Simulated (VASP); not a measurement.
**Be: relaxation of cell and atoms with LDA**

Be:

```
Be
1.0
     1.86177    0.00000    0.00000
     0.00000    1.86177    0.00000
     0.00000    0.00000    1.86177
Be
1
Direct
  0.00000 0.00000 0.00000
```

```
Program                : VASP 6.6.1
Task                   : relaxation of cell and atoms
Functional             : LDA
Potentials or basis    : VASP PAW LDA potentials, release 64 (Be)
Cutoff                 : 600 eV
k mesh                 : 20 × 20 × 20
Occupations            : fermi-dirac, width 0.1 eV
Spin                   : no spin polarisation
Target pressure        : 37 GPa
Dipole correction      : no
Further INCAR settings : ALGO = Normal; EDIFF = 1e-07; IBRION = 2; EDIFFG = -0.005; NSW = 60; ISIF = 3
```

The relaxed volume is 7.38 Å³/atom, the relaxed cell is a = 1.947 Å, b = 1.947 Å, c = 1.947 Å, α = 90.00°, β = 90.00°, γ = 90.00° and the space group after relaxing (to 0.05 Å) is Pm-3m (No. 221). The energy change on relaxing (the enthalpy is what falls) is -297.6 meV/atom. The ionic steps are 5 and the pressure after relaxing is 37.1 GPa. The band gap on the k mesh is zero (band 1 reaches 13.88 eV, above the bottom of band 2 at 6.17 eV).

The path:
| step | energy change (eV) | largest force (eV/Å) | pressure (GPa) | volume (Å³) |
| --- | --- | --- | --- | --- |
| 1 | 0.0000 | 0.0000 | 67.71 | 6.45 |
| 2 | -0.3590 | 0.0000 | 30.05 | 7.68 |
| 3 | -0.2972 | 0.0000 | 37.12 | 7.38 |
| 4 | -0.3017 | 0.0000 | 36.62 | 7.40 |
| 5 | -0.2976 | 0.0000 | 37.08 | 7.38 |

Final structure:
```cif
data_structure
_symmetry_space_group_name_H-M 'P 1'
_symmetry_Int_Tables_number 1
_cell_length_a 1.9474
_cell_length_b 1.9474
_cell_length_c 1.9474
_cell_angle_alpha 90.000
_cell_angle_beta 90.000
_cell_angle_gamma 90.000
_cell_volume 7.38
loop_
_atom_site_label
_atom_site_type_symbol
_atom_site_fract_x
_atom_site_fract_y
_atom_site_fract_z
_atom_site_occupancy
Be1 Be 0.00000 0.00000 0.00000 1
```

Levels at points of the mesh, in eV from the Fermi level:
| k point | band 1 | band 2 | band 3 | band 4 | band 5 |
| --- | --- | --- | --- | --- | --- |
| (0.00, 0.00, 0.00) | -11.66 | 16.68 | 16.68 | 16.68 | 23.07 |
| (0.50, 0.00, 0.00) | -6.55 | -1.31 | 21.53 | 21.53 | 30.20 |
| (0.50, 0.50, 0.00) | 0.32 | 0.32 | 7.16 | 10.55 | 25.55 |
| (0.50, 0.50, 0.50) | 6.40 | 6.40 | 6.40 | 15.46 | 15.46 |

Run time: 17 s on 1 thread of AMD EPYC 9R45 (Zen 5) (shared host), peak memory 0.08 GiB.

Caveat: the cell is relaxed towards a set pressure, so the enthalpy falls and the energy may rise.
